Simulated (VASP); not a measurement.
# TiO2 (R-3m) in VASP: further runs

The runs below take TiO2 through single point, with rev-vdW-DF2.

Everything below comes from runs of VASP 6.6.1. Logs are shortened: lines on timing, memory, paths and dates and some standing lists are left out, and cuts for length are marked.

### 1 The cell of the first run

Symmetry: R-3m, No. 166, trigonal system. The conventional cell has a = 2.995 Å, b = 2.995 Å, c = 20.945 Å, α = 90.00°, β = 90.00°, γ = 120.00°. Ti (site symmetry -3m) has 6 O at 1.98 Å within 2.6 Å. O (site symmetry 3m) has 3 Ti at 1.98 Å and 3 O at 2.60 Å within 2.6 Å.

### 2 Single point, rev-vdW-DF2

The input, INCAR:

```
GGA = MK ; LUSE_VDW = True
AGGAC = 0.0 ; PARAM1 = 0.1234
PARAM2 = 0.711357 ; ZAB_VDW = -1.8867
ISMEAR = 0 ; SIGMA = 0.03
LWAVE = False ; LCHARG = False
ISIF = 2 ; PREC = Accurate
LASPH = True ; LREAL = False
ALGO = Normal ; EDIFF = 1E-6
NELM = 120 ; GGA_COMPAT = False
ENCUT = 520 ; EFERMI = MIDGAP
KPAR = 4 ; NBANDS = 23
```

The input, KPOINTS:

```
Automatic mesh
0
Gamma
  9 9 9
  0 0 0
```

The input, POSCAR:

```
TiO2
1.0
    1.4973312015      0.8644845722      6.9815443949
   -1.4973312015      0.8644845722      6.9815443949
    0.0000000000     -1.7289691445      6.9815443949
Ti O
1 2
Direct
    0.0000000000      0.0000000000      0.0000000000
    0.3795330000      0.3795330000      0.3795330000
    0.6204670000      0.6204670000      0.6204670000
```

Potentials or basis: VASP PAW PBE potentials, release 64 (Ti_sv, O).

Launch:

```console
> cat potpaw_PBE.64/Ti_sv/POTCAR potpaw_PBE.64/O/POTCAR > POTCAR
> mpirun -np 4 vasp_std > vasp.out
```

OUTCAR:

```text
GGA = MK
   ISMEAR = 0
   ISIF = 2
   PREC = Accurate
   LASPH = True
   LREAL = False
   EDIFF = 1E-6
   NELM = 120
   ENCUT = 520
   EFERMI = MIDGAP

 Found     85 irreducible k-points:

 Following reciprocal coordinates:
            Coordinates               Weight
  0.000000  0.000000  0.000000      1.000000
  0.111111 -0.000000  0.000000      6.000000
  0.222222 -0.000000  0.000000      6.000000
  0.333333  0.000000  0.000000      6.000000
  0.444444 -0.000000  0.000000      6.000000
  0.111111  0.111111  0.000000      6.000000
   k-points           NKPTS =     85   k-points in BZ     NKDIM =     85   number of bands    NBANDS=     23
   number of dos      NEDOS =    301   number of ions     NIONS =      3
   total plane-waves  NPLWV = 157464
   dimension x,y,z NGX =    54 NGY =   54 NGZ =   54
   dimension x,y,z NGXF=   108 NGYF=  108 NGZF=  108
   ions per type =               1   2
   NGX,Y,Z   is equivalent  to a cutoff of  12.48, 12.48, 12.48 a.u.
   NGXF,Y,Z  is equivalent  to a cutoff of  24.96, 24.96, 24.96 a.u.
 SYSTEM =  unknown system
   PREC   = accura    normal or accurate (medium, high low for compatibility)
   ISTART =      0    job   : 0-new  1-cont  2-samecut
   ICHARG =      2    charge: 1-file 2-atom 10-const
   ISPIN  =      1    spin polarized calculation?
   LNONCOLLINEAR =      F non collinear calculations
   LSORBIT =      F    spin-orbit coupling
   LASPH  =      T    aspherical Exc in radial PAW
   ENCUT  =  520.0 eV  38.22 Ry    6.18 a.u.  13.37 13.37 13.37*2*pi/ulx,y,z
   NELM   =    120;   NELMIN=  2; NELMDL= -5     # of ELM steps
   EDIFF  = 0.1E-05   stopping-criterion for ELM
   LREAL  =      F    real-space projection
   EDIFFG = 0.1E-04   stopping-criterion for IOM
   NSW    =      0    number of steps for IOM
   IBRION =     -1    ionic relax: 0-MD 1-quasi-New 2-CG
   NFREE  =      0    steps in history (QN), initial steepest desc. (CG)
   ISIF   =      2    stress and relaxation
   ISYM   =      2    0-nonsym 1-usesym 2-fastsym
   POTIM  = 0.5000    time-step for ionic-motion
   TEBEG  =    0.0;   TEEND  =   0.0 temperature during run

   SCALEE = 1.0000    scale energy and forces
   PSTRESS=    0.0 pullay stress
   NELECT =      24.0000    total number of electrons
   NUPDOWN=      -1.0000    fix difference up-down
   EMIN   =  10.00;   EMAX   =-10.00  energy-range for DOS
   EFERMI =   0.00;   METHOD = MIDGAP
   ISMEAR =     0;   SIGMA  =   0.03  broadening in eV -4-tet -1-fermi 0-gaus
   EFERMI_NEDOS =   21; number of points for ismear=-14 and -15
   IALGO  =     38    algorithm
   IMIX   =      4    mixing-type and parameters
     AMIX     =   0.40;   BMIX     =  1.00
     AMIX_MAG =   1.60;   BMIX_MAG =  1.00
  volume/ion in A,a.u.               =      18.07       121.97
  Fermi-wavevector in a.u.,A,eV,Ry     =   1.247630  2.357680 21.178579  1.556582
  Thomas-Fermi vector in A             =   2.381754
   LORBIT       =      0    0 simple, 1 ext, 2 COOP (PROOUT), +10 PAW based schemes
   GGA     = MK    functional components
   LHFCALC =     F    Hartree Fock is set to
   AEXX    =    0.0000 exact exchange contribution
   IVDW_NL    =     1    kernel type
   BPARAM     = 6.3000
   IVDW    =     0    specifies the selected vdW correction
   LEPSILON=     F    determine dielectric tensor
   LRPA    =     F    only Hartree local field effects (RPA)

   CSHIFT  =0.1000    complex shift for real part using Kramers Kronig

   OMEGAMAX=  -1.0    maximum frequency
 non-spin polarized calculation
 Gauss-broadening in eV      SIGMA  =   0.03
  energy-cutoff  :      520.00
  volume of cell :       54.22
 maximum number of plane-waves:      1507
 NGX is ok and might be reduce to    54
   NGX = 27   NGY = 27   NGZ = 27

 number of electron      24.0000006 magnetization

 Free energy of the ion-electron system (eV)
  ---------------------------------------------------
  ext. energy  EPLUGINS =         0.00000000
  ---------------------------------------------------
  free energy    TOTEN  =       -21.27854665 eV

  energy without entropy =      -21.27854665  energy(sigma->0) =      -21.27854665

 E-fermi :   0.0060     XC(G=0):  -8.1381

 val. band max:       -1.3320058306   @ k =  -0.1111   0.2222   0.1111
 cond. band min:       1.3439660849   @ k =   0.0000   0.0000   0.0000
 fundamental gap:      2.6759719155
 Fermi energy:         0.0059801272

 k-point     1 :       0.0000    0.0000    0.0000
  band No.  band energies     occupation
      1     -57.5114      2.00000
      2     -33.8816      2.00000
      3     -33.6170      2.00000
      4     -33.6170      2.00000
      5     -18.5708      2.00000
      6     -16.8269      2.00000
      7      -4.9007      2.00000
      8      -4.8815      2.00000
      9      -4.8815      2.00000
     10      -1.9218      2.00000
     11      -1.4782      2.00000
     12      -1.4782      2.00000
     13       1.3440      0.00000
     14       1.3440      0.00000
     15       3.0191      0.00000
     16       5.2471      0.00000
     17       5.4795      0.00000
     18       5.4795      0.00000
     19       8.8985      0.00000
     20       9.7440      0.00000
     21      12.5319      0.00000
     22      18.9122      0.00000
     23      19.7605      0.00000

 k-point     2 :       0.1111   -0.0000    0.0000
  band No.  band energies     occupation
      1     -57.5033      2.00000
      2     -33.8672      2.00000
      3     -33.6855      2.00000
      4     -33.6299      2.00000
      5     -18.4160      2.00000
      6     -16.9065      2.00000
      7      -4.9527      2.00000
      8      -4.7580      2.00000
      9      -4.7290      2.00000
     10      -2.0881      2.00000
     11      -1.7350      2.00000
     12      -1.6632      2.00000
     13       1.5046      0.00000
     14       1.6193      0.00000
     15       2.9692      0.00000
     16       5.1182      0.00000
     17       5.4056      0.00000
     18       5.6026      0.00000
     19       9.2913      0.00000
     20      10.1388      0.00000
     21      13.0053      0.00000
     22      18.4497      0.00000
     23      19.0158      0.00000

 k-point     3 :       0.2222   -0.0000    0.0000
  band No.  band energies     occupation
      1     -57.4827      2.00000
      2     -33.8611      2.00000
      3     -33.8249      2.00000
      4     -33.6623      2.00000
      5     -18.0313      2.00000
      6     -17.0900      2.00000
      7      -5.0170      2.00000
      8      -4.4553      2.00000
      9      -4.3160      2.00000
     10      -3.1448      2.00000
     11      -2.1937      2.00000
     12      -1.3478      2.00000
     13       1.7087      0.00000
     14       2.0925      0.00000
     15       2.8026      0.00000
     16       4.6152      0.00000
     17       5.2803      0.00000
     18       6.5033      0.00000
     19      10.0927      0.00000
     20      11.1180      0.00000
     21      14.1943      0.00000
     22      16.6258      0.00000
     23      17.3203      0.00000

 k-point     4 :       0.3333    0.0000    0.0000
  band No.  band energies     occupation
      1     -57.4591      2.00000
      2     -34.0450      2.00000
      3     -33.7861      2.00000
      4     -33.6990      2.00000
      5     -17.6946      2.00000
      6     -17.1745      2.00000
      7      -5.1906      2.00000
      8      -4.2085      2.00000
      9      -4.1691      2.00000
     10      -3.2892      2.00000
     11      -2.4737      2.00000
     12      -1.4963      2.00000
     13       1.7628      0.00000
     14       2.3447      0.00000
     15       2.5670      0.00000
     16       4.5974      0.00000
     17       5.2721      0.00000
     18       7.7812      0.00000
     19      11.0150      0.00000
     20      12.0438      0.00000
     21      14.1316      0.00000
     22      15.4498      0.00000
     23      15.9054      0.00000

 k-point     5 :       0.4444   -0.0000    0.0000
  band No.  band energies     occupation
      1     -57.4436      2.00000
      2     -34.1642      2.00000
      3     -33.7582      2.00000
      4     -33.7228      2.00000
      5     -17.6817      2.00000
      6     -17.0055      2.00000
      7      -5.6310      2.00000
      8      -4.0613      2.00000
      9      -3.9124      2.00000
     10      -2.9657      2.00000
     11      -2.5008      2.00000
     12      -1.8849      2.00000
     13       1.6254      0.00000
     14       2.3655      0.00000
     15       2.4521      0.00000
     16       4.8647      0.00000
     17       5.3512      0.00000
     18       9.3911      0.00000
     19      11.2397      0.00000
     20      12.0245      0.00000
     21      13.2491      0.00000
     22      14.1003      0.00000
     23      16.1935      0.00000

 k-point     6 :       0.1111    0.1111    0.0000
  band No.  band energies     occupation
      1     -57.5033      2.00000
      2     -33.8672      2.00000
      3     -33.6855      2.00000
      4     -33.6299      2.00000
      5     -18.4159      2.00000
      6     -16.9065      2.00000
      7      -4.9537      2.00000
      8      -4.7579      2.00000
      9      -4.7273      2.00000
     10      -2.0859      2.00000
     11      -1.7350      2.00000
     12      -1.6679      2.00000
     13       1.5051      0.00000
     14       1.6193      0.00000
     15       2.9706      0.00000
     16       5.0736      0.00000
     17       5.4056      0.00000
     18       5.6734      0.00000
     19       9.1545      0.00000
     20      10.2486      0.00000
     21      13.0265      0.00000
     22      18.3719      0.00000
     23      18.9464      0.00000

 [... further k-points ...]
[... 5 lines left out ...]
  --------------------------------------------------------------------------------------
  -------------------------------------------------------------------------------------
  Total       -0.6789049     -0.6789049     -0.4541591      0.0000000      0.0000000      0.0000000
  in kB      -20.0604962    -20.0604962    -13.4196354      0.0000000      0.0000000      0.0000000
  external PRESSURE =     -17.8468759 kB  Pullay stress =       0.0000000 kB

 VOLUME and BASIS-vectors are now :
 -----------------------------------------------------------------------------
  energy-cutoff  :      520.00
  volume of cell :       54.22
      direct lattice vectors                 reciprocal lattice vectors
     1.497331201  0.864484572  6.981544395     0.333927457  0.192793107  0.047744928
    -1.497331201  0.864484572  6.981544395    -0.333927457  0.192793107  0.047744928
     0.000000000 -1.728969144  6.981544395     0.000000000 -0.385586214  0.047744928

 POSITION                                       TOTAL-FORCE (eV/Angst)
 -----------------------------------------------------------------------------------
      0.00000      0.00000      0.00000         0.000000     -0.000000      0.000000
      0.00000     -0.00000      7.94918         0.000000      0.000000     -0.159322
      0.00000     -0.00000     12.99545         0.000000     -0.000000      0.159322
 -----------------------------------------------------------------------------------
    total drift:                                0.000000      0.000000     -0.000000

  FREE ENERGIE OF THE ION-ELECTRON SYSTEM (eV)
  ---------------------------------------------------
  free  energy   TOTEN  =       -21.2785466456 eV

  energy  without entropy=      -21.2785466456  energy(sigma->0) =      -21.27854665

Total vdW correction in eV:      4.3431204
```

Wall time 4.1 min (4 MPI ranks of AMD EPYC 9R45 (Zen 5), shared host); peak memory 1.2 GiB.

What came out:

- Free energy: -21.2785 eV
- Pressure: -1.8 GPa
- Largest force: 0.159 eV/Å
- Band gap on the k mesh: 2.68 eV (least direct gap 2.82 eV)

Forces on the atoms (eV/Å):
```
Ti   0.000  0.000  0.000
O    0.000  0.000 -0.159
O    0.000  0.000  0.159
```

Stress tensor (GPa, compression positive):
```
-2.01  0.00  0.00
 0.00 -2.01  0.00
 0.00  0.00 -1.34
```

Levels at points of the mesh, in eV from the valence-band top:
| k point | band 9 | band 10 | band 11 | band 12 | band 13 | band 14 | band 15 | band 16 |
| --- | --- | --- | --- | --- | --- | --- | --- | --- |
| (0.00, 0.00, 0.00) | -3.55 | -0.59 | -0.15 | -0.15 | 2.68 | 2.68 | 4.35 | 6.58 |

Caveat: the PAW data sets were made with another functional, which shifts forces and pressure a little; an odd mesh through Γ misses points on the zone boundary, where band edges can lie.

### 3 Single point, rev-vdW-DF2

Edit INCAR of step 2 so:

```diff
@@ -7,5 +7,5 @@
 LASPH = True ; LREAL = False
-ALGO = Normal ; EDIFF = 1E-6
+ALGO = Normal ; EDIFF = 1E-8
 NELM = 120 ; GGA_COMPAT = False
-ENCUT = 520 ; EFERMI = MIDGAP
-KPAR = 4 ; NBANDS = 23
+ENCUT = 840 ; EFERMI = MIDGAP
+KPAR = 4 ; NBANDS = 34
```

The input, KPOINTS:

```
Automatic mesh
0
Gamma
  17 17 17
  0 0 0
```

POSCAR is that of step 2.

Potentials or basis: VASP PAW PBE potentials, release 64 (Ti_sv, O).

Launch:

```console
> cat potpaw_PBE.64/Ti_sv/POTCAR potpaw_PBE.64/O/POTCAR > POTCAR
> mpirun -np 4 vasp_std > vasp.out
```

Run time: 47 min. Hardware: 4 MPI ranks of AMD EPYC 9R45 (Zen 5), shared host; peak memory 3.2 GiB.

It converged, with:

```
Free energy            : -21.2879 eV
Pressure               : -1.7 GPa
Largest force          : 0.164 eV/Å
Band gap on the k mesh : 2.63 eV (least direct gap 2.82 eV)
```

Forces in eV/Å, atoms in the order of the input:
```
Ti   0.000  0.000  0.000
O    0.000  0.000 -0.164
O    0.000  0.000  0.164
```

Stress tensor (GPa, compression positive):
```
-1.95  0.00  0.00
 0.00 -1.95  0.00
 0.00  0.00 -1.30
```

Levels at points of the mesh, in eV from the valence-band top:
```tsv
k point	band 9	band 10	band 11	band 12	band 13	band 14	band 15	band 16
(0.00, 0.00, 0.00)	-3.59	-0.63	-0.19	-0.19	2.63	2.63	4.31	6.54
```

Caveat: the PAW data sets were made with another functional, which shifts forces and pressure a little; an odd mesh through Γ misses points on the zone boundary, where band edges can lie.
